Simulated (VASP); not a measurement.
Runs of VASP 6.6.1 on MnS. It takes space group Fm-3m (No. 225, cubic). The conventional cell has a = 5.209 Å, b = 5.209 Å, c = 5.209 Å, α = 90.00°, β = 90.00°, γ = 90.00°. Within 3.4 Å of Mn (site symmetry m-3m) lie 6 S at 2.60 Å. Within 3.4 Å of S (site symmetry m-3m) lie 6 Mn at 2.60 Å. 

| level | spin | U | gap on the mesh (eV) | pressure (GPa) | moment (μB) |
| --- | --- | --- | --- | --- | --- |
| r2SCAN | off | - | none | -21.6 | - |
| PBE | off | - | none | -23.4 | - |
| PBE+U | off | Mn d U = 4.0 eV | none | -14.5 | - |
| PBE | collinear, ferromagnetic start | - | none | (b) | 9.38 |
| PBE+U | collinear, ferromagnetic start | Mn d U = 4.0 eV | 0.56 | 4.3 | (a) |
| PBE+U | collinear, antiferromagnetic start | Mn d U = 4.0 eV | 2.26 | 2.7 | 0.00 |

Alike in all rows: task single point; potentials or basis VASP PAW PBE potentials, release 64 (Mn_pv, S); cell as given; k mesh 4 × 8 × 8; cutoff (eV) 520; smearing fermi-dirac 0.05 eV.

Problem. Estimate the missing entries.

Solution. (a) 10.00; (b) -3.2.

Caveats: the cell stands under tension (at least some runs); semilocal functionals often make such compounds metallic where correlation or magnetic order opens a gap, which also shifts bond lengths (at least some runs); the PAW data sets were made with another functional, which shifts forces and pressure a little (at least some runs); U without spin polarisation on a metal has little footing (at least some runs); the cell stands under pressure (at least some runs).

A k mesh can miss the band edges.

A gap of «none» marks levels without a gap at the run's occupations.
